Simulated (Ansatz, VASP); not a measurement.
# Two plane-wave programs on In

Contents of POSCAR:

```
In
1.0
   -1.8825252400      1.8825252400      1.8825252400
    1.8825252400     -1.8825252400      1.8825252400
    1.8825252400      1.8825252400     -1.8825252400
In
1
Direct
    0.0000000000      0.0000000000      0.0000000000
```

Contents of INCAR.step1:

```
SYSTEM = In
PREC     = Accurate       ! precision mode
ENCUT    = 520            ! plane-wave cutoff, eV
EDIFF    = 1E-5           ! SCF threshold, eV
ISMEAR   = -1             ! smearing method
SIGMA    = 0.05           ! smearing width, eV
LREAL    = .False.        ! projectors in reciprocal space
LASPH    = .True.         ! aspherical terms in the spheres
NELM     = 60             ! most SCF steps
ALGO     = Normal         ! electronic algorithm
ISIF     = 2              ! what is computed and relaxed
LWAVE    = .True.         ! write WAVECAR
LCHARG   = .False.        ! write CHGCAR
NBANDS   = 12             ! bands
GGA      = PE             ! functional
```

INCAR.step2

```
SYSTEM = In
PREC     = Accurate       ! precision mode
ENCUT    = 520            ! plane-wave cutoff, eV
EDIFF    = 1E-6           ! SCF threshold, eV
ISMEAR   = -1             ! smearing method
SIGMA    = 0.05           ! smearing width, eV
LREAL    = .False.        ! projectors in reciprocal space
LASPH    = .True.         ! aspherical terms in the spheres
NELM     = 60             ! most SCF steps
ALGO     = Normal         ! electronic algorithm
ISIF     = 2              ! what is computed and relaxed
LWAVE    = .False.        ! write WAVECAR
LCHARG   = .False.        ! write CHGCAR
GGA      = PE             ! functional
LHFCALC  = .True.         ! exact exchange
AEXX     = 0.25           ! exact-exchange fraction
PRECFOCK = Normal       
NBANDS   = 12             ! bands
ISTART   = 1
```

Contents of KPOINTS:

```
Automatic mesh
0
Gamma
  5 5 5
  0 0 0
```

input

```
crystal:
  lattice:
    - [-1.88252524, 1.88252524, 1.88252524]
    - [1.88252524, -1.88252524, 1.88252524]
    - [1.88252524, 1.88252524, -1.88252524]
  atoms:
    - { symbol: In, position: [0.0, 0.0, 0.0] }
hamiltonian:
  xc: pbe0
  pseudopotentials: { kind: paw }
kpoints:
  mp_grid: { grid: [5, 5, 5] }
scf:
  occupations: { method: fermi_dirac, width: 0.05 }
output:
  forces: true
  stress: true
  eigenvalues: true
  write_density: true
  write_potential: true
  elf: true
  volumetric_format: npy
```

Alike in both runs: task single point; functional PBE0; k mesh 5 × 5 × 5; occupations fermi-dirac, width 0.05 eV; no spin polarisation.

```csv
,VASP,Ansatz
version,VASP 6.6.1,Ansatz 0.2.0
potentials or method,"VASP PAW PBE potentials, release 64 (In_d)",Ansatz PAW
plane-wave cutoff (eV),520,420
valence electrons in the cell,13,13
```

Ansatz gave:

* gap on the k mesh at the Fermi level (eV): none
* pressure (GPa): -0.7

Which values does VASP return?

gap on the k mesh at the Fermi level (eV): none; pressure (GPa): -0.2.

A gap of «none» marks a metal or a gap that the smearing closes.

The k mesh is coarse, so the values compare programs but aren't converged.
